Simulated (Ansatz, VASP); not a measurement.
H4CO: VASP beside Ansatz

```
C O H
1.0
     8.05483    0.00000    0.00000
     0.00000    8.05483    0.00000
     0.00000    0.00000    8.05483
C O H
6 6 24
Direct
  0.90906 0.93485 0.44200
  0.30150 0.43833 0.78637
  0.85173 0.42185 0.40984
  0.42055 0.92916 0.71343
  0.39879 0.67669 0.29398
  0.83345 0.62957 0.99506
  0.75746 0.84402 0.45390
  0.37277 0.55089 0.90414
  0.75664 0.31937 0.30064
  0.59153 0.90892 0.76048
  0.27344 0.56290 0.23939
  0.72119 0.49160 0.96776
  0.91933 0.98406 0.31513
  0.71485 0.85553 0.56725
  0.91148 0.04193 0.52744
  0.01811 0.85508 0.46727
  0.16959 0.47088 0.77453
  0.49243 0.52772 0.91585
  0.35903 0.44985 0.66285
  0.31047 0.30823 0.82814
  0.85393 0.35820 0.53086
  0.73451 0.38142 0.19915
  0.98124 0.43752 0.36772
  0.79618 0.54579 0.42722
  0.42027 0.95675 0.57999
  0.59365 0.86693 0.87392
  0.34929 0.81479 0.73749
  0.36266 0.03390 0.78040
  0.41461 0.66288 0.42947
  0.29470 0.54574 0.12016
  0.52090 0.65130 0.23618
  0.36519 0.80706 0.26735
  0.77733 0.70714 0.09189
  0.77269 0.41796 0.88722
  0.95459 0.58620 0.04098
  0.85038 0.70249 0.88096
```

Alike in both runs: functional PBE; dispersion D3(BJ); k mesh 1 × 1 × 1; occupations fermi-dirac, width 0.02 eV; no spin polarisation.

Ansatz relaxed the structure, and its values are those at the end. VASP's run is a single point on that final structure, the one shown.

|  | VASP | Ansatz |
| --- | --- | --- |
| version | VASP 6.6.1 | Ansatz 0.2.0 |
| potentials or method | VASP PAW PBE potentials, release 64 (C_h, O_h, H_h), cutoff 1000 eV | scalar-relativistic, plane waves, PAW |
| valence electrons in the cell | 84 | 84 |

VASP gave:

| Item | Value |
| --- | --- |
| rms of the force components (eV/Å) | 0.061 |

Problem. What did Ansatz give for the same quantities?

Solution. rms of the force components (eV/Å): 0.063.
